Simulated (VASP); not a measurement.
# Sb2Mo (P6/mmm) in VASP: notebook, part 3 of 3

VASP 6.6.1.

**5. Relaxation of cell and atoms, r2SCAN**

This run uses another cell than the first one, of 22.02 Å³/atom.

POSCAR reads:

```
Sb2Mo
1.0
    4.1340672791      0.0000000000      0.0000000000
   -2.0670336395      3.5802072846      0.0000000000
    0.0000000000      0.0000000000      4.4636939060
Sb Mo
2 1
Direct
    0.3333333333      0.6666666667      0.5000000000
    0.6666666667      0.3333333333      0.5000000000
    0.0000000000      0.0000000000      0.0000000000
```

INCAR.step1 reads:

```
SYSTEM = Sb2Mo
PREC = Accurate
ENCUT = 600
ISMEAR = 0
SIGMA = 0.1
LREAL = .FALSE.
LASPH = .TRUE.
NELM = 60
GGA = PE
ALGO = Normal
EDIFF = 1E-4
LWAVE = .TRUE.
LCHARG = .FALSE.
```

INCAR.step2 reads:

```
SYSTEM = Sb2Mo
PREC = Accurate
ENCUT = 600
EDIFF = 1E-6
ISMEAR = 0
SIGMA = 0.1
LREAL = .FALSE.
LASPH = .TRUE.
NELM = 60
ALGO = Normal
ISIF = 3
LWAVE = .FALSE.
LCHARG = .FALSE.
METAGGA = R2SCAN
LMIXTAU = .TRUE.
IBRION = 2
NSW = 90
EDIFFG = -0.04
ISTART = 1
```

KPOINTS reads:

```
regular mesh
0
G
  6 6 4
  0 0 0
```

Potentials or basis: VASP PAW PBE potentials, release 64 (Sb, Mo_sv).

Command:

```bash
$ cat potpaw_PBE.64/Sb/POTCAR potpaw_PBE.64/Mo_sv/POTCAR > POTCAR
$ cp INCAR.step1 INCAR
$ mpirun -np 1 vasp_std > vasp.out
$ cp INCAR.step2 INCAR
$ mpirun -np 1 vasp_std > vasp.out
```

OUTCAR:

```text
SYSTEM = Sb2Mo
   PREC = Accurate
   ENCUT = 600
   EDIFF = 1E-6
   ISMEAR = 0
   LREAL = .FALSE.
   LASPH = .TRUE.
   NELM = 60
   ISIF = 3
   METAGGA = R2SCAN
   IBRION = 2
   NSW = 90
   EDIFFG = -0.04
   ISTART = 1

 ion  position               nearest neighbor table
   1  0.333  0.667  0.500-   2 2.39   2 2.39   2 2.39   3 3.27   3 3.27   3 3.27   3 3.27   3 3.27
                             3 3.27
   2  0.667  0.333  0.500-   1 2.39   1 2.39   1 2.39   3 3.27   3 3.27   3 3.27   3 3.27   3 3.27
                             3 3.27
   3  0.000  0.000  0.000-   1 3.27   2 3.27   1 3.27   2 3.27   1 3.27   1 3.27   2 3.27   2 3.27
                             2 3.27   2 3.27   1 3.27   1 3.27

  LATTYP: Found a hexagonal cell.
 ALAT       =     4.1340672791
 C/A-ratio  =     1.0797342193

  Lattice vectors:

 A1 = (   4.1340672791,   0.0000000000,   0.0000000000)
 A2 = (  -2.0670336395,   3.5802072846,   0.0000000000)
 A3 = (   0.0000000000,   0.0000000000,   4.4636939060)

Analysis of symmetry for initial positions (statically):
=====================================================================
 Subroutine PRICEL returns:
 Original cell was already a primitive cell.

 Routine SETGRP: Setting up the symmetry group for a
 hexagonal supercell.

 Subroutine GETGRP returns: Found 24 space group operations
 (whereof 24 operations were pure point group operations)
 out of a pool of 24 trial point group operations.

The static configuration has the point symmetry D_6h.

Analysis of symmetry for dynamics (positions and initial velocities):
=====================================================================
 Subroutine PRICEL returns:
 Original cell was already a primitive cell.

 Routine SETGRP: Setting up the symmetry group for a
 hexagonal supercell.

 Subroutine GETGRP returns: Found 24 space group operations
 (whereof 24 operations were pure point group operations)
 out of a pool of 24 trial point group operations.

The dynamic configuration has the point symmetry D_6h.

 Subroutine INISYM returns: Found 24 space group operations
 (whereof 24 operations are pure point group operations),
 and found     1 'primitive' translations

----------------------------------------------------------------------------------------

                                     Primitive cell

  volume of cell :      66.0663

  direct lattice vectors                    reciprocal lattice vectors
     4.134067279  0.000000000  0.000000000     0.241892532  0.139656718  0.000000000
    -2.067033639  3.580207285  0.000000000     0.000000000  0.279313436  0.000000000
     0.000000000  0.000000000  4.463693906     0.000000000  0.000000000  0.224029699

  length of vectors
     4.134067279  4.134067279  4.463693906     0.279313436  0.279313436  0.224029699

  position of ions in fractional coordinates (direct lattice)
     0.333333333  0.666666667  0.500000000
     0.666666667  0.333333333  0.500000000
     0.000000000  0.000000000  0.000000000

  ion indices of the primitive-cell ions
   primitive index   ion index
                 1           1
                 2           2
                 3           3

----------------------------------------------------------------------------------------

 KPOINTS: regular mesh

Automatic generation of k-mesh.
 Grid dimensions read from file:
 generate k-points for:    6    6    4

 Generating k-lattice:

  Cartesian coordinates                     Fractional coordinates (reciprocal lattice)
     0.040315422  0.023276120  0.000000000     0.166666667  0.000000000  0.000000000
     0.000000000  0.046552239  0.000000000     0.000000000  0.166666667  0.000000000
     0.000000000  0.000000000  0.056007425     0.000000000  0.000000000  0.250000000

  Length of vectors
     0.046552239  0.046552239  0.056007425

  Shift w.r.t. Gamma in fractional coordinates (k-lattice)
     0.000000000  0.000000000  0.000000000

 Subroutine IBZKPT returns following result:
 ===========================================

 Found     21 irreducible k-points:

 Following reciprocal coordinates:
            Coordinates               Weight
  0.000000  0.000000  0.000000      1.000000
  0.166667  0.000000  0.000000      6.000000
  0.333333  0.000000  0.000000      6.000000
  0.500000  0.000000  0.000000      3.000000
  0.166667  0.166667  0.000000      6.000000
  0.333333  0.166667  0.000000     12.000000
[... 13 lines left out ...]
  0.333333  0.166667  0.500000     12.000000
  0.333333  0.333333  0.500000      2.000000
   k-points           NKPTS =     21   k-points in BZ     NKDIM =     21   number of bands    NBANDS=     16
   number of dos      NEDOS =    301   number of ions     NIONS =      3
   total plane-waves  NPLWV =  46656
   dimension x,y,z NGX =    36 NGY =   36 NGZ =   36
   dimension x,y,z NGXF=    72 NGYF=   72 NGZF=   72
   ions per type =               2   1
   NGX,Y,Z   is equivalent  to a cutoff of  14.48, 14.48, 13.41 a.u.
   NGXF,Y,Z  is equivalent  to a cutoff of  28.95, 28.95, 26.82 a.u.
 SYSTEM =  Sb2Mo
   PREC   = accura    normal or accurate (medium, high low for compatibility)
   ISTART =      1    job   : 0-new  1-cont  2-samecut
   ICHARG =      0    charge: 1-file 2-atom 10-const
   ISPIN  =      1    spin polarized calculation?
   LNONCOLLINEAR =      F non collinear calculations
   LSORBIT =      F    spin-orbit coupling
   LASPH  =      T    aspherical Exc in radial PAW
   ENCUT  =  600.0 eV  44.10 Ry    6.64 a.u.   8.26  8.26  8.92*2*pi/ulx,y,z
   NELM   =     60;   NELMIN=  2; NELMDL=  0     # of ELM steps
   EDIFF  = 0.1E-05   stopping-criterion for ELM
   LREAL  =      F    real-space projection
   EDIFFG = -.4E-01   stopping-criterion for IOM
   NSW    =     90    number of steps for IOM
   IBRION =      2    ionic relax: 0-MD 1-quasi-New 2-CG
   NFREE  =      1    steps in history (QN), initial steepest desc. (CG)
   ISIF   =      3    stress and relaxation
   ISYM   =      2    0-nonsym 1-usesym 2-fastsym
   POTIM  = 0.5000    time-step for ionic-motion
   TEBEG  =    0.0;   TEEND  =   0.0 temperature during run
   PSTRESS=    0.0 pullay stress
   NELECT =      24.0000    total number of electrons
   NUPDOWN=      -1.0000    fix difference up-down
   EMIN   =  10.00;   EMAX   =-10.00  energy-range for DOS
   EFERMI =   0.00;   METHOD = LEGACY
   ISMEAR =     0;   SIGMA  =   0.10  broadening in eV -4-tet -1-fermi 0-gaus
   EFERMI_NEDOS =   21; number of points for ismear=-14 and -15
   IALGO  =     38    algorithm
   IMIX   =      4    mixing-type and parameters
     AMIX     =   0.40;   BMIX     =  1.00
     AMIX_MAG =   1.60;   BMIX_MAG =  1.00
  volume/ion in A,a.u.               =      22.02       148.61
  Fermi-wavevector in a.u.,A,eV,Ry     =   1.168114  2.207415 18.565016  1.364490
  Thomas-Fermi vector in A             =   2.304605
   LORBIT       =      0    0 simple, 1 ext, 2 COOP (PROOUT), +10 PAW based schemes
   METAGGA = R2SCAN    functional components
   LHFCALC =     F    Hartree Fock is set to
   AEXX    =    0.0000 exact exchange contribution
   IVDW    =     0    specifies the selected vdW correction
   LEPSILON=     F    determine dielectric tensor
   LRPA    =     F    only Hartree local field effects (RPA)
 conjugate gradient relaxation of ions
 non-spin polarized calculation
 Gauss-broadening in eV      SIGMA  =   0.10
  energy-cutoff  :      600.00
  volume of cell :       66.07
 maximum number of plane-waves:      2238
 NGX is ok and might be reduce to    36
   NGX = 17   NGY = 17   NGZ = 17

--------------------------------------- Ionic step        1  -------------------------------------------

 number of electron      23.9999999 magnetization

 Free energy of the ion-electron system (eV)
  ---------------------------------------------------
  ext. energy  EPLUGINS =         0.00000000
  ---------------------------------------------------
  free energy    TOTEN  =       -68.06688019 eV

  energy without entropy =      -68.03858010  energy(sigma->0) =      -68.05273015

------------------------ aborting loop because EDIFF is reached ----------------------------------------

  FORCE on cell =-STRESS in cart. coord.  units (eV):
  Direction    XX          YY          ZZ          XY          YZ          ZX
  --------------------------------------------------------------------------------------
  -------------------------------------------------------------------------------------
  Total       22.4983960     22.4983960     -5.0984871      0.0000000     -0.0000000     -0.0000000
  in kB      545.6096218    545.6096218   -123.6436415      0.0000000     -0.0000000     -0.0000000
  external PRESSURE =     322.5252007 kB  Pullay stress =       0.0000000 kB
[... 895 lines left out ...]
      3     -26.4931      2.00000
      4     -26.4931      2.00000
      5       0.8280      2.00000
      6       0.8280      2.00000
[... 8 lines left out ...]
     15      12.8724      0.00000
     16      12.8724      0.00000

[... ionic steps 4 to 11 ...]

--------------------------------------- Ionic step       12  -------------------------------------------

 number of electron      23.9999995 magnetization

------------------------ aborting loop because EDIFF is reached ----------------------------------------
[... 69 lines left out ...]
--------------------------------------- Ionic step       14  -------------------------------------------

 number of electron      23.9999995 magnetization

 Free energy of the ion-electron system (eV)
  ---------------------------------------------------
  ext. energy  EPLUGINS =         0.00000000
  ---------------------------------------------------
  free energy    TOTEN  =       -74.26396461 eV

  energy without entropy =      -74.25022119  energy(sigma->0) =      -74.25709290

 E-fermi :  10.3769     XC(G=0): -12.0058

 val. band max:       10.3768001259   @ k =   0.3333   0.0000   0.5000
 cond. band min:      10.3912533079   @ k =   0.3333   0.3333   0.5000
 fundamental gap:      0.0144531820
 Fermi energy:        10.3769402566
[... 427 lines left out ...]
  FREE ENERGIE OF THE ION-ELECTRON SYSTEM (eV)
  ---------------------------------------------------
  free  energy   TOTEN  =       -74.2639646119 eV

  energy  without entropy=      -74.2502211940  energy(sigma->0) =      -74.25709290

 reached required accuracy - stopping structural energy minimisation
```

It took 22 min on 1 thread of AMD EPYC 7R13 (Zen 3), shared host; peak memory 0.22 GiB.

What came out:

```yaml
Free_energy: -74.2640 eV
Relaxed_volume: 21.97 Å³/atom
Relaxed_cell: a = 5.045 Å, b = 5.045 Å, c = 2.990 Å, α = 90.00°, β = 90.00°, γ = 120.00°
Space_group_after_relaxing_to_0.1_Å: P6/mmm (No. 191)
Pressure_after_relaxing: 0.0 GPa
Band_gap_on_the_k_mesh: zero (bands 12 and 13 overlap by 2.17 eV)
```

Final structure:
```xyz
3
Lattice="5.0447 0.0000 0.0000 -2.5223 4.3688 0.0000 0.0000 0.0000 2.9900" Properties=species:S:1:pos:R:3 pbc="T T T"
Sb    0.0000    2.9125    1.4950
Sb    2.5223    1.4563    1.4950
Mo    0.0000    0.0000    0.0000
```

Levels at points of the mesh, in eV from the Fermi level:
| k point | band 9 | band 10 | band 11 | band 12 | band 13 | band 14 | band 15 | band 16 |
| --- | --- | --- | --- | --- | --- | --- | --- | --- |
| (0.00, 0.00, 0.00) | -3.07 | -1.83 | -1.83 | 1.05 | 1.05 | 1.43 | 1.43 | 2.33 |
| (0.50, 0.00, 0.00) | -2.43 | -1.92 | 0.24 | 0.66 | 1.04 | 1.24 | 4.05 | 4.99 |
| (0.00, 0.00, 0.50) | -2.99 | -2.77 | -2.66 | -2.66 | -1.12 | -1.12 | 2.12 | 4.50 |
| (0.50, 0.00, 0.50) | -4.85 | -1.44 | -0.61 | -0.52 | -0.43 | 0.74 | 1.32 | 2.35 |

Caveat: a cell axis changed by over 15 % at a fixed basis, so the end point is rough; the PAW data sets were made with another functional, which shifts forces and pressure a little; spin-orbit coupling is left out, which moves the levels of the heavy elements.

**6. The runs side by side**

| task | cell | k mesh | cutoff (eV) | gap on the mesh (eV) | pressure (GPa) |
| --- | --- | --- | --- | --- | --- |
| single point | a = 5.037, b = 5.037, c = 2.988 Å, angles 90.0, 90.0, 120.0°, 3 atoms | 6 × 6 × 4 | 520 | none | 0.5 |
| single point | a = 4.134, b = 4.134, c = 4.464 Å, angles 90.0, 90.0, 120.0°, 3 atoms | 6 × 6 × 4 | 520 | none | 32.3 |
| single point | a = 5.112, b = 5.112, c = 2.903 Å, angles 90.0, 90.0, 120.0°, 3 atoms | 6 × 6 × 6 | 520 | none | 0.1 |
| relaxation of cell and atoms | relaxed from a = 4.134, b = 4.134, c = 4.464 Å, angles 90.0, 90.0, 120.0°, 3 atoms | 6 × 6 × 4 | 600 | none | 0.0 |

Alike in all rows: level r2SCAN; potentials or basis VASP PAW PBE potentials, release 64 (Sb, Mo_sv); no spin polarisation; smearing gaussian 0.1 eV.

Caveats: some runs use coarse meshes; the PAW data sets were made with another functional, which shifts forces and pressure a little; spin-orbit coupling is left out, which moves the levels of the heavy elements; the cell stands under pressure (at least some runs); a cell axis changed by over 15 % at a fixed basis, so the end point is rough (at least some runs).

Absolute energies hang on the potentials; compare differences alone.
